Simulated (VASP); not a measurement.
# BN: single point with r2SCAN

Crystal: BN.

```
B N
1.0
     0.00000    1.78658    1.78658
     1.78658    0.00000    1.78658
     1.78658    1.78658    0.00000
B N
1 1
Direct
  0.00000 0.00000 0.00000
  0.75000 0.75000 0.75000
```

This cell differs from its parent crystal: volume scaled by 0.97.

* Program: VASP 6.6.1
* Task: single point
* Functional: r2SCAN
* Potentials or basis: VASP PAW PBE potentials, release 64 (B_h, N_h)
* Cutoff: 910 eV
* k mesh: 12 × 12 × 12
* Occupations: gaussian, width 0.02 eV
* Spin: no spin polarisation

```
Pressure               : 12.0 GPa
Band gap on the k mesh : 5.04 eV, indirect (least direct gap 9.72 eV)
```

Levels at points of the mesh, in eV from the valence-band top:
| k point | band 1 | band 2 | band 3 | band 4 | band 5 | band 6 | band 7 | band 8 | band 9 |
| --- | --- | --- | --- | --- | --- | --- | --- | --- | --- |
| (0.00, 0.00, 0.00) | -21.69 | 0.00 | 0.00 | 0.00 | 9.72 | 9.72 | 9.72 | 11.67 | 26.84 |
| (0.50, 0.00, 0.00) | -17.23 | -11.40 | -2.08 | -2.08 | 11.27 | 11.69 | 11.69 | 16.80 | 25.44 |
| (0.50, 0.50, 0.00) | -15.76 | -9.55 | -5.27 | -5.27 | 5.04 | 10.03 | 19.85 | 19.85 | 22.84 |

Run time: 61 s on 1 thread of Intel(R) Xeon(R) Platinum 8375C CPU @ 2.90GHz (Ice Lake) (shared host), peak memory 0.16 GiB.

Caveat: the cutoff is under 1.25 times the usual one of these potentials, so pressure, stress and relaxed cells hold a basis-set (Pulay) error; the PAW data sets were made with another functional, which shifts forces and pressure a little. A k mesh can miss the band edges.
